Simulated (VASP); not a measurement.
The system is Ni.

```
Ni
1.0
     0.00000    1.76194    1.76194
     1.76194    0.00000    1.76194
     1.76194    1.76194    0.00000
Ni
1
Cartesian
  0.0000 0.0000 0.0000
```

| Property | Result |
| --- | --- |
| Program | VASP 6.6.1 |
| Task | relaxation of cell and atoms |
| Functional | LDA |
| Potentials or basis | VASP PAW LDA potentials, release 64 (Ni) |
| Cutoff | 600 eV |
| k mesh | 24 × 24 × 24 |
| Occupations | methfessel-paxton, width 0.1 eV |
| Spin | collinear spin, ferromagnetic start |
| Starting moments | [0.7] μB |

At the start: pressure -18.1 GPa; volume 10.94 Å³/atom.

Q: Where does the relaxation end?

A: Over 8 steps the energy falls by 57.1 meV/atom and the volume is 10.01 Å³/atom (-8.5 %); space group Fm-3m (No. 225, to 0.1 Å) before and after; moment 0.55 μB per cell.

Step by step:
| step | energy change (eV) | largest force (eV/Å) | pressure (GPa) | volume (Å³) |
| --- | --- | --- | --- | --- |
| 1 | 0.0000 | 0.0000 | -18.08 | 10.94 |
| 2 | 0.0223 | 0.0000 | 31.47 | 9.10 |
| 3 | -0.0571 | 0.0000 | -0.43 | 10.02 |
| 4 | -0.0571 | 0.0000 | 0.54 | 10.00 |
| 5 | -0.0570 | 0.0000 | -0.91 | 10.05 |
| 6 | -0.0571 | 0.0000 | -0.45 | 10.01 |
| 7 | -0.0571 | 0.0000 | 0.23 | 10.01 |
| 8 | -0.0571 | 0.0000 | -0.09 | 10.01 |

Final structure:
```
Ni
1.0
     0.00000    1.71057    1.71057
     1.71057    0.00000    1.71057
     1.71057    1.71057    0.00000
Ni
1
Direct
  0.00000 0.00000 0.00000
```
